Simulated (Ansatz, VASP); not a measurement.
# Two plane-wave programs on C

```
C
1.0
     1.29860   -2.18984    0.00000
     1.29860    2.18984    0.00000
     0.00000    0.00000    8.92631
C
4
Direct
  0.08333 0.91667 0.75030
  0.58333 0.41667 0.24970
  0.91667 0.08333 0.24970
  0.41667 0.58333 0.75030
```

Change from the starting cell: volume 12.692 Å^3 an atom, stretch along a over the lengths across it, relative to the relaxed cell 1.0271.

Alike in both runs: task single point; functional PBE; k mesh 21 × 21 × 6; occupations gaussian, width 0.15 eV; no spin polarisation.

|  | VASP | Ansatz |
| --- | --- | --- |
| version | VASP 6.6.1 | Ansatz 0.2.0 |
| potentials or method | VASP PAW PBE potentials, release 64 (C), cutoff 520 eV | scalar-relativistic, plane waves, PAW |
| valence electrons in the cell | 16 | 16 |

```tsv
	VASP	Ansatz	Ansatz less VASP
gap on the k mesh at the Fermi level (eV)	0.19	0.18	-0.001
least direct gap on the mesh (eV)	0.19	0.18	-0.001
pressure (GPa)	-19.7	-19.9	-0.26
traceless stress, the component that is largest in VASP (GPa)	19.61	19.92	+0.313
rms of the force components (eV/Å)	0.038	0.033	-0.0041
```

Atom by atom the forces differ by 0.004 eV/Å (rms over components).
